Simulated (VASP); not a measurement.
Set up this calculation in VASP 6.6.1, as the native input.

```
Task                   : single point
Functional             : PBE
Potentials or basis    : VASP PAW PBE potentials, release 64 (Li_sv, Cl)
Cutoff                 : 520 eV
k mesh                 : 8 × 8 × 8
Occupations            : gaussian, width 0.02 eV
Spin                   : no spin polarisation
Dipole correction      : no
Further INCAR settings : ALGO = Normal; EDIFF = 1e-06; NBANDS = 12
```

The structure of LiCl lies in POSCAR:

```
LiCl
1.0
    0.0000000000      2.5237751352      2.5237751352
    2.5237751352      0.0000000000      2.5237751352
    2.5237751352      2.5237751352      0.0000000000
Li Cl
1 1
Direct
    0.0000000000      0.0000000000      0.0000000000
    0.5000000000      0.5000000000      0.5000000000
```

This cell differs from its parent crystal: strained.

One way to write it, as run:

INCAR

```
SYSTEM = LiCl
  PREC = Accurate
  ENCUT = 520
  EDIFF = 1E-6
  ISMEAR = 0
  SIGMA = 0.02
  LREAL = .False.
  LASPH = .True.
  NELM = 100
  ALGO = Normal
  ISIF = 2
  LWAVE = .False.
  LCHARG = .True.
  GGA = PE
  LELF = .True.
  LVHAR = .True.
  NBANDS = 12
```

KPOINTS

```
Automatic mesh
0
Gamma
  8 8 8
  0 0 0
```

Potentials or basis: VASP PAW PBE potentials, release 64 (Li_sv, Cl).

Launch:

```bash
$ cat potpaw_PBE.64/Li_sv/POTCAR potpaw_PBE.64/Cl/POTCAR > POTCAR
$ mpirun -np 1 vasp_std > vasp.out
```

It gave:

```
Band gap on the k mesh : 6.63 eV, direct
```

Caveat: the cell differs from its parent crystal (strained).

Wall time 18 s on 1 thread of Intel(R) Xeon(R) Platinum 8375C CPU @ 2.90GHz (Ice Lake), with other jobs on the host, peak memory 0.15 GiB.
